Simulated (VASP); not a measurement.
# LiPr3N2 (P-3m1) in VASP: single point with PBE

Aim: the single point of LiPr3N2 with PBE.

All numbers are computed with VASP 6.6.1; they aren't measurements. Logs are shortened: lines on timing, memory, paths and dates and some standing lists are left out, and cuts for length are marked.

### Step 1. The cell of the first run

The structure is trigonal, space group P-3m1 (No. 164). The conventional cell has a = 3.685 Å, b = 3.685 Å, c = 12.324 Å, α = 90.00°, β = 90.00°, γ = 120.00°. Within 4.8 Å of Li (site symmetry -3m) lie 6 Li at 3.69 Å and 6 Pr at 3.92 Å. Within 3.3 Å of Pr (site symmetry 3m) lie 3 N at 2.47 Å. Pr (site symmetry -3m) has 6 N at 2.67 Å and 12 Pr at 3.57 to 3.69 Å within 3.7 Å. Within 3.3 Å of N (site symmetry 3m) lie 6 Pr at 2.47 to 2.67 Å.

### Step 2. Single point, PBE (24.15 Å³/atom)

Input file INCAR:

```
PREC = Accurate
ENCUT = 750
EDIFF = 1E-6
ISMEAR = 0
SIGMA = 0.1
LREAL = F
LASPH = T
NELM = 200
ALGO = Normal
ISIF = 2
LWAVE = F
LCHARG = F
GGA = PE
NBANDS = 32
GGA_COMPAT = F
LMAXMIX = 6
```

Input file KPOINTS:

```
regular mesh
0
Gamma
  12 12 4
```

Input file POSCAR:

```
LiPr3N2
1.0
    3.6850330547      0.0000000000      0.0000000000
   -1.8425165274      3.1913322392      0.0000000000
    0.0000000000      0.0000000000     12.3235346635
Li Pr N
1 3 2
Direct
    0.0000000000      0.0000000000      0.0000000000
    0.3333333333      0.6666666667      0.2669052820
    0.6666666667      0.3333333333      0.7330947180
    0.0000000000      0.0000000000      0.5000000000
    0.3333333333      0.6666666667      0.6310203967
    0.6666666667      0.3333333333      0.3689796033
```

Potentials or basis: VASP PAW PBE potentials, release 64 (Li_sv, Pr_3, N), 4f in core.

Launch:

```sh
> cat potpaw_PBE.64/Li_sv/POTCAR potpaw_PBE.64/Pr_3/POTCAR potpaw_PBE.64/N/POTCAR > POTCAR
> mpirun -np 1 vasp_std > vasp.out
```

OUTCAR:

```text
PREC = Accurate
   ENCUT = 750
   EDIFF = 1E-6
   ISMEAR = 0
   LREAL = F
   LASPH = T
   NELM = 200
   ISIF = 2
   GGA = PE

 ion  position               nearest neighbor table
   1  0.000  0.000  0.000-
   2  0.333  0.667  0.267-   6 2.47   6 2.47   6 2.47   4 3.57   4 3.57   4 3.57
   3  0.667  0.333  0.733-   5 2.47   5 2.47   5 2.47   4 3.57   4 3.57   4 3.57
   4  0.000  0.000  0.500-   5 2.67   6 2.67   6 2.67   5 2.67   6 2.67   5 2.67   2 3.57   3 3.57
                             2 3.57   3 3.57   3 3.57   2 3.57
   5  0.333  0.667  0.631-   3 2.47   3 2.47   3 2.47   4 2.67   4 2.67   4 2.67
   6  0.667  0.333  0.369-   2 2.47   2 2.47   2 2.47   4 2.67   4 2.67   4 2.67

  LATTYP: Found a hexagonal cell.
 ALAT       =     3.6850330547
 C/A-ratio  =     3.3442127874

  Lattice vectors:

 A1 = (   3.6850330547,   0.0000000000,   0.0000000000)
 A2 = (  -1.8425165274,   3.1913322392,   0.0000000000)
 A3 = (   0.0000000000,   0.0000000000,  12.3235346635)

Analysis of symmetry for initial positions (statically):
=====================================================================
 Subroutine PRICEL returns:
 Original cell was already a primitive cell.

 Routine SETGRP: Setting up the symmetry group for a
 hexagonal supercell.

 Subroutine GETGRP returns: Found 12 space group operations
 (whereof 12 operations were pure point group operations)
 out of a pool of 24 trial point group operations.

The static configuration has the point symmetry D_3d.

Analysis of symmetry for dynamics (positions and initial velocities):
=====================================================================
 Subroutine PRICEL returns:
 Original cell was already a primitive cell.

 Routine SETGRP: Setting up the symmetry group for a
 hexagonal supercell.

 Subroutine GETGRP returns: Found 12 space group operations
 (whereof 12 operations were pure point group operations)
 out of a pool of 24 trial point group operations.

The dynamic configuration has the point symmetry D_3d.

 Subroutine INISYM returns: Found 12 space group operations
 (whereof 12 operations are pure point group operations),
 and found     1 'primitive' translations

----------------------------------------------------------------------------------------

                                     Primitive cell

  volume of cell :     144.9268

  direct lattice vectors                    reciprocal lattice vectors
     3.685033055  0.000000000  0.000000000     0.271367986  0.156674380  0.000000000
    -1.842516527  3.191332239  0.000000000     0.000000000  0.313348760  0.000000000
     0.000000000  0.000000000 12.323534664     0.000000000  0.000000000  0.081145550

  length of vectors
     3.685033055  3.685033055 12.323534664     0.313348760  0.313348760  0.081145550

  position of ions in fractional coordinates (direct lattice)
     0.000000000  0.000000000  0.000000000
     0.333333333  0.666666667  0.266905282
     0.666666667  0.333333333  0.733094718
     0.000000000  0.000000000  0.500000000
     0.333333333  0.666666667  0.631020397
     0.666666667  0.333333333  0.368979603

  ion indices of the primitive-cell ions
   primitive index   ion index
                 1           1
                 2           2
                 3           3
                 4           4
                 5           5
                 6           6

----------------------------------------------------------------------------------------

 KPOINTS: regular mesh

Automatic generation of k-mesh.
 Grid dimensions read from file:
 generate k-points for:   12   12    4

 Generating k-lattice:

  Cartesian coordinates                     Fractional coordinates (reciprocal lattice)
     0.022613999  0.013056198  0.000000000     0.083333333 -0.000000000  0.000000000
     0.000000000  0.026112397  0.000000000     0.000000000  0.083333333  0.000000000
     0.000000000  0.000000000  0.020286388     0.000000000  0.000000000  0.250000000

  Length of vectors
     0.026112397  0.026112397  0.020286388

  Shift w.r.t. Gamma in fractional coordinates (k-lattice)
     0.000000000  0.000000000  0.000000000

 Subroutine IBZKPT returns following result:
 ===========================================

 Found     69 irreducible k-points:

 Following reciprocal coordinates:
            Coordinates               Weight
  0.000000  0.000000  0.000000      1.000000
  0.083333  0.000000  0.000000      6.000000
  0.166667  0.000000  0.000000      6.000000
  0.250000  0.000000  0.000000      6.000000
  0.333333  0.000000  0.000000      6.000000
  0.416667  0.000000  0.000000      6.000000
[... 16 lines left out ...]
  0.166667  0.000000  0.250000      6.000000
  0.000000  0.166667  0.250000      6.000000
 [... further k-points ...]
   k-points           NKPTS =     69   k-points in BZ     NKDIM =     69   number of bands    NBANDS=     32
   number of dos      NEDOS =    301   number of ions     NIONS =      6
   total plane-waves  NPLWV = 145152
   dimension x,y,z NGX =    36 NGY =   36 NGZ =  112
   dimension x,y,z NGXF=    72 NGYF=   72 NGZF=  224
   ions per type =               1   3   2
   NGX,Y,Z   is equivalent  to a cutoff of  16.24, 16.24, 15.11 a.u.
   NGXF,Y,Z  is equivalent  to a cutoff of  32.48, 32.48, 30.22 a.u.
 SYSTEM =  unknown system
   PREC   = accura    normal or accurate (medium, high low for compatibility)
   ISTART =      0    job   : 0-new  1-cont  2-samecut
   ICHARG =      2    charge: 1-file 2-atom 10-const
   ISPIN  =      1    spin polarized calculation?
   LNONCOLLINEAR =      F non collinear calculations
   LSORBIT =      F    spin-orbit coupling
   LASPH  =      T    aspherical Exc in radial PAW
   ENCUT  =  750.0 eV  55.12 Ry    7.42 a.u.   8.23  8.23 27.52*2*pi/ulx,y,z
   NELM   =    200;   NELMIN=  2; NELMDL= -5     # of ELM steps
   EDIFF  = 0.1E-05   stopping-criterion for ELM
   LREAL  =      F    real-space projection
   EDIFFG = 0.1E-04   stopping-criterion for IOM
   NSW    =      0    number of steps for IOM
   IBRION =     -1    ionic relax: 0-MD 1-quasi-New 2-CG
   NFREE  =      0    steps in history (QN), initial steepest desc. (CG)
   ISIF   =      2    stress and relaxation
   ISYM   =      2    0-nonsym 1-usesym 2-fastsym
   POTIM  = 0.5000    time-step for ionic-motion
   TEBEG  =    0.0;   TEEND  =   0.0 temperature during run
   PSTRESS=    0.0 pullay stress
   NELECT =      46.0000    total number of electrons
   NUPDOWN=      -1.0000    fix difference up-down
   EMIN   =  10.00;   EMAX   =-10.00  energy-range for DOS
   EFERMI =   0.00;   METHOD = LEGACY
   ISMEAR =     0;   SIGMA  =   0.10  broadening in eV -4-tet -1-fermi 0-gaus
   EFERMI_NEDOS =   21; number of points for ismear=-14 and -15
   IALGO  =     38    algorithm
   IMIX   =      4    mixing-type and parameters
     AMIX     =   0.40;   BMIX     =  1.00
     AMIX_MAG =   1.60;   BMIX_MAG =  1.00
  volume/ion in A,a.u.               =      24.15       163.00
  Fermi-wavevector in a.u.,A,eV,Ry     =   1.116721  2.110296 16.967349  1.247065
  Thomas-Fermi vector in A             =   2.253337
   LORBIT       =      0    0 simple, 1 ext, 2 COOP (PROOUT), +10 PAW based schemes
   GGA     = PE    functional components
   LHFCALC =     F    Hartree Fock is set to
   AEXX    =    0.0000 exact exchange contribution
   IVDW    =     0    specifies the selected vdW correction
   LEPSILON=     F    determine dielectric tensor
   LRPA    =     F    only Hartree local field effects (RPA)
 non-spin polarized calculation
 Gauss-broadening in eV      SIGMA  =   0.10
  energy-cutoff  :      750.00
  volume of cell :      144.93
 maximum number of plane-waves:      6782
 NGX is ok and might be reduce to    36
   NGX = 17   NGY = 17   NGZ = 55

 number of electron      45.9999998 magnetization

 Free energy of the ion-electron system (eV)
  ---------------------------------------------------
  ext. energy  EPLUGINS =         0.00000000
  ---------------------------------------------------
  free energy    TOTEN  =       -37.72018899 eV

  energy without entropy =      -37.69811709  energy(sigma->0) =      -37.70915304

 E-fermi :   3.2942     XC(G=0):  -9.2072

 val. band max:        3.2926675925   @ k =  -0.0833   0.2500   0.2500
 cond. band min:       3.2998214763   @ k =   0.3333   0.0000   0.2500
 fundamental gap:      0.0071538838
 Fermi energy:         3.2942051159

 k-point     1 :       0.0000    0.0000    0.0000
  band No.  band energies     occupation
      1     -43.6639      2.00000
      2     -33.2163      2.00000
      3     -33.2057      2.00000
      4     -32.6100      2.00000
      5     -16.0144      2.00000
      6     -15.5351      2.00000
[... 24 lines left out ...]
     31       6.6150      0.00000
     32       6.6474      0.00000

 k-point     2 :       0.0833    0.0000    0.0000
  band No.  band energies     occupation
      1     -43.6638      2.00000
      2     -33.2084      2.00000
      3     -33.1985      2.00000
      4     -32.6036      2.00000
      5     -15.9891      2.00000
      6     -15.5346      2.00000
[... 24 lines left out ...]
     31       6.5110      0.00000
     32       6.7450      0.00000

 k-point     3 :       0.1667    0.0000    0.0000
  band No.  band energies     occupation
      1     -43.6636      2.00000
      2     -33.1868      2.00000
      3     -33.1785      2.00000
      4     -32.5859      2.00000
      5     -15.9259      2.00000
      6     -15.5506      2.00000
[... 24 lines left out ...]
     31       6.1977      0.00000
     32       6.5236      0.00000

 k-point     4 :       0.2500    0.0000    0.0000
  band No.  band energies     occupation
      1     -43.6633      2.00000
      2     -33.1570      2.00000
      3     -33.1511      2.00000
      4     -32.5616      2.00000
      5     -15.8816      2.00000
      6     -15.6431      2.00000
[... 654 lines left out ...]
     31       6.4104      0.00000
     32       6.7900      0.00000

 k-point    23 :       0.1667    0.0000    0.2500
  band No.  band energies     occupation
      1     -43.6636      2.00000
      2     -33.1868      2.00000
      3     -33.1785      2.00000
      4     -32.5859      2.00000
      5     -15.9259      2.00000
      6     -15.5505      2.00000
[... 24 lines left out ...]
     31       6.4608      0.00000
     32       6.5720      0.00000

 k-point    24 :       0.0000    0.1667    0.2500
  band No.  band energies     occupation
      1     -43.6636      2.00000
      2     -33.1868      2.00000
      3     -33.1785      2.00000
      4     -32.5859      2.00000
      5     -15.9259      2.00000
      6     -15.5505      2.00000
[... 24 lines left out ...]
     31       6.4328      0.00000
     32       6.5228      0.00000

 [... further k-points ...]

------------------------ aborting loop because EDIFF is reached ----------------------------------------

  FORCE on cell =-STRESS in cart. coord.  units (eV):
  Direction    XX          YY          ZZ          XY          YZ          ZX
  --------------------------------------------------------------------------------------
  -------------------------------------------------------------------------------------
  Total       -0.9911637     -0.9911637     -0.9622107      0.0000000      0.0000000      0.0000000
  in kB      -10.9573939    -10.9573939    -10.6373166      0.0000000      0.0000000      0.0000000
  external PRESSURE =     -10.8507014 kB  Pullay stress =       0.0000000 kB

 VOLUME and BASIS-vectors are now :
 -----------------------------------------------------------------------------
  energy-cutoff  :      750.00
  volume of cell :      144.93
      direct lattice vectors                 reciprocal lattice vectors
     3.685033055  0.000000000  0.000000000     0.271367986  0.156674380  0.000000000
    -1.842516527  3.191332239  0.000000000     0.000000000  0.313348760  0.000000000
     0.000000000  0.000000000 12.323534664     0.000000000  0.000000000  0.081145550

 POSITION                                       TOTAL-FORCE (eV/Angst)
 -----------------------------------------------------------------------------------
      0.00000      0.00000      0.00000        -0.000000      0.000000      0.000000
     -0.00000      2.12755      3.28922         0.000000     -0.000000      0.005646
      1.84252      1.06378      9.03432        -0.000000      0.000000     -0.005646
      0.00000      0.00000      6.16177        -0.000000      0.000000      0.000000
     -0.00000      2.12755      7.77640        -0.000000     -0.000000      0.010372
      1.84252      1.06378      4.54713         0.000000      0.000000     -0.010372
 -----------------------------------------------------------------------------------
    total drift:                                0.000000     -0.000000     -0.000000

  FREE ENERGIE OF THE ION-ELECTRON SYSTEM (eV)
  ---------------------------------------------------
  free  energy   TOTEN  =       -37.7201889949 eV

  energy  without entropy=      -37.6981170928  energy(sigma->0) =      -37.70915304
```

It took 5.9 min on 1 thread of Intel Xeon 6975P-C (Granite Rapids), shared host; peak memory 0.69 GiB.

Results:

```
Free energy            : -37.7202 eV
Pressure               : -1.1 GPa
Largest force          : 0.010 eV/Å
Band gap on the k mesh : zero (bands 23 and 24 overlap by 0.69 eV)
```

Forces on the atoms (eV/Å):
```
Li   0.000  0.000  0.000
Pr   0.000  0.000  0.006
Pr   0.000  0.000 -0.006
Pr   0.000  0.000  0.000
N    0.000  0.000  0.010
N    0.000  0.000 -0.010
```

Levels at points of the mesh, in eV from the Fermi level:
| k point | band 19 | band 20 | band 21 | band 22 | band 23 | band 24 | band 25 | band 26 | band 27 | band 28 |
| --- | --- | --- | --- | --- | --- | --- | --- | --- | --- | --- |
| (0.00, 0.00, 0.00) | -3.44 | -2.85 | -2.85 | -2.37 | -0.83 | 0.65 | 1.37 | 1.37 | 1.53 | 1.80 |
| (0.50, 0.00, 0.00) | -3.22 | -2.47 | -2.38 | -1.30 | 0.14 | 0.19 | 0.66 | 1.01 | 1.91 | 2.88 |
| (0.00, 0.00, 0.50) | -3.48 | -2.85 | -2.85 | -2.21 | -1.15 | 1.06 | 1.37 | 1.37 | 1.54 | 1.83 |
| (0.50, 0.00, 0.50) | -3.21 | -2.47 | -2.37 | -1.28 | 0.10 | 0.15 | 0.66 | 1.01 | 2.11 | 2.69 |

Caveat: spin-orbit coupling is left out, which moves the levels of the heavy elements; the 4f electrons are frozen in the core, so they carry no moment and show no levels; the run has no spin polarisation, though such a crystal can be magnetic. With open d or f shells a metallic result of PBE can be an artefact of self-interaction; +U or a hybrid may open a gap.
